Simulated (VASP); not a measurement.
CuSi16 (a cell with a defect), 17 atoms in the cell. The cell holds a defect, 17 atoms: a = 7.679 Å, b = 7.679 Å, c = 7.679 Å, α = 60.00°, β = 60.00°, γ = 60.00°. 

```yaml
Program: VASP 6.6.1
Task: single point
Functional: PBE
Potentials_or_basis: VASP PAW PBE potentials, release 64 (Si, Cu)
Cutoff: 520 eV
k_mesh: 2 × 2 × 2
Occupations: fermi-dirac, width 0.05 eV
Spin: no spin polarisation
Dipole_correction: no
Charge: 1
Further_INCAR_settings: LREAL = Auto; ALGO = Normal; EDIFF = 1e-06; NBANDS = 52; NELECT = 74.0
```

Potentials or basis: VASP PAW PBE potentials, release 64 (Si, Cu).

Launch:

```console
$ cat potpaw_PBE.64/Si/POTCAR potpaw_PBE.64/Cu/POTCAR > POTCAR
$ mpirun -np 1 vasp_std > vasp.out
```

Hardware: 1 thread of Intel Xeon 8259CL, on a shared host.

How long does it take, and how much memory?

Run time: 8.3 min on 1 thread of Intel Xeon 8259CL, with other jobs on the host, peak memory 0.46 GiB. Counts: scf iterations 20, k points 8.
